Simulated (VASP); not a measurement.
PbO2, 12 atoms in the cell. Symmetry: P2_12_12_1, No. 19, orthorhombic system. Conventional cell: a = 3.734 Å, b = 3.846 Å, c = 11.413 Å, α = 90.00°, β = 90.00°, γ = 90.00°. Pb (site symmetry 1) has 8 O at 2.16 to 2.79 Å within 2.9 Å. O (site symmetry 1) has 4 Pb at 2.16 to 2.79 Å and 6 O at 2.76 to 2.87 Å within 2.9 Å. Within 2.9 Å of O (site symmetry 1) lie 4 Pb at 2.18 to 2.59 Å and 6 O at 2.77 to 2.87 Å. 

| Property | Result |
| --- | --- |
| Program | VASP 6.6.1 |
| Task | single point |
| Functional | PBE |
| Potentials or basis | VASP PAW PBE potentials, release 64 (Pb_d, O) |
| Cutoff | 600 eV |
| k mesh | 6 × 4 × 2 |
| Occupations | gaussian, width 0.1 eV |
| Spin | no spin polarisation |
| Dipole correction | no |
| Further INCAR settings | ALGO = Normal; EDIFF = 1e-06; NBANDS = 64 |

Potentials or basis: VASP PAW PBE potentials, release 64 (Pb_d, O).

The run is started by

```console
$ cat potpaw_PBE.64/Pb_d/POTCAR potpaw_PBE.64/O/POTCAR > POTCAR
$ mpirun -np 1 vasp_std > vasp.out
```

Hardware: 1 thread of Oxide Virtual Turin-like Processor (shared host).

Task: Estimate the wall time of this run.

Result: Run time: 6.4 min on 1 thread of Oxide Virtual Turin-like Processor, with other jobs on the host, peak memory 0.39 GiB. Counts: scf iterations 15, k points 24.
